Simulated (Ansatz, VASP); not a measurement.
**LiH in VASP and in Ansatz**

Contents of INCAR:

```
SYSTEM = LiH
ALGO = Normal ; EDIFF = 1E-6
ENCUT = 520 ; GGA = CA
ISIF = 2 ; ISMEAR = -1
LASPH = .TRUE. ; LCHARG = .FALSE.
LREAL = .FALSE. ; LWAVE = .FALSE.
NBANDS = 9 ; NELM = 60
PREC = Accurate ; SIGMA = 0.03
```

KPOINTS

```
k-points
0
G
  11 11 11
  0 0 0
```

File POSCAR:

```
LiH
1.0
    0.0000000000      2.0188586494      2.0188586494
    2.0188586494      0.0000000000      2.0188586494
    2.0188586494      2.0188586494      0.0000000000
Li H
1 1
Direct
    0.0000000000      0.0000000000      0.0000000000
    0.5000000000      0.5000000000      0.5000000000
```

Input for Ansatz:

```yaml
crystal:
  lattice:
    - [0.0, 2.0188586494, 2.0188586494]
    - [2.0188586494, 0.0, 2.0188586494]
    - [2.0188586494, 2.0188586494, 0.0]
  atoms:
    - { symbol: Li, position: [0.0, 0.0, 0.0] }
    - { symbol: H, position: [0.5, 0.5, 0.5] }
kpoints:
  mp_grid: { grid: [11, 11, 11] }
  band_path:
    path:
      - [0.0, 0.0, 0.0]
      - [0.5, 0.0, 0.5]
      - [0.625, 0.25, 0.625]
      - [0.375, 0.375, 0.75]
      - [0.0, 0.0, 0.0]
      - [0.5, 0.5, 0.5]
      - [0.5, 0.25, 0.75]
      - [0.5, 0.0, 0.5]
    npoints: 5
scf:
  occupations: { method: fermi_dirac, width: 0.03 }
hamiltonian:
  xc: lda
  pseudopotentials: { kind: all_electron, lapw: { basis_error: 0.001 } }
output:
  forces: true
  stress: true
  eigenvalues: true
```

Change from the starting cell: volume scaled by 0.98.

Alike in both runs: task single point; functional LDA; k mesh 11 × 11 × 11; occupations fermi-dirac, width 0.03 eV; no spin polarisation.

|  | VASP | Ansatz |
| --- | --- | --- |
| version | VASP 6.6.1 | Ansatz 0.2.0 |
| potentials or method | VASP PAW LDA potentials, release 64 (Li_sv, H), cutoff 520 eV | all-electron LAPW, scalar-relativistic |

Ansatz gave:

| Property | Result |
| --- | --- |
| gap on the k mesh at the Fermi level (eV) | 2.83 |

Q: What did VASP give for the same quantities?

A: gap on the k mesh at the Fermi level (eV): 2.82.

LDA's correlation is that of Perdew and Zunger in VASP and of Perdew and Wang (1992) in Ansatz. Ansatz ran all-electron here, and VASP with PAW potentials.

Noted on VASP's run: the cutoff is short for stress, so the pressure is rough.
